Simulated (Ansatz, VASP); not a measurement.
Hg in VASP and in Ansatz

The input INCAR:

```
SYSTEM = Hg
PREC = Accurate
ENCUT = 520
EDIFF = 1E-6
ISMEAR = -1
SIGMA = 0.01
LREAL = .False.
LASPH = .True.
NELM = 150
ALGO = Normal
ISIF = 2
LWAVE = .False.
LCHARG = .False.
ISPIN = 2
MAGMOM = 2
LORBIT = 11
GGA = PE
NBANDS = 16
ISYM = 0
```

File KPOINTS:

```
Automatic mesh
0
Gamma
  1 1 1
  0 0 0
```

POSCAR

```
Hg
1.0
   14.0000000000      0.0000000000      0.0000000000
    0.0000000000     14.4000000000      0.0000000000
    0.0000000000      0.0000000000     14.8000000000
Hg
1
Direct
    0.5000000000      0.5000000000      0.5000000000
```

Input for Ansatz:

```yaml
crystal:
  lattice:
    - [14.0, 0.0, 0.0]
    - [0.0, 14.4, 0.0]
    - [0.0, 0.0, 14.8]
  atoms:
    - { symbol: Hg, position: [0.5, 0.5, 0.5], spin: 2.0 }
  symmetry: { detect: false, time_reversal: true }
hamiltonian:
  xc: pbe
  pseudopotentials:
    kind: paw
    azcp:
      Hg: "pseudopotentials/Hg.paw.azcp"
basis:
  ecutwfc: 420
  fft_grid_basis: typed
kpoints:
  mp_grid: { grid: [1, 1, 1], shift: [0, 0, 0] }
magnetization:
  spin_polarized: true
scf:
  occupations: { method: fermi_dirac, width: 0.01 }
```

Alike in both runs: task single point; functional PBE; k mesh 1 × 1 × 1; occupations fermi-dirac, width 0.01 eV; collinear spin.

```csv
,VASP,Ansatz
version,VASP 6.6.1,Ansatz 0.2.0
potentials or method,"VASP PAW PBE potentials, release 64 (Hg), cutoff 520 eV","plane waves (420 eV) with PAW, scalar-relativistic"
valence electrons in the cell,12,20
```

VASP gave:

```
gap on the k mesh at the Fermi level (eV) : 5.77
net moment per atom (μB)                  : 0.00
```

What did Ansatz give for the same quantities?

gap on the k mesh at the Fermi level (eV): 5.76; net moment per atom (μB): 0.00.

VASP's potentials hold 12 valence electrons a cell and Ansatz's 20, so a difference there can come from the potentials and not from the codes. Ansatz's warnings: seeded moment not kept.

Neither program's run includes spin-orbit coupling.
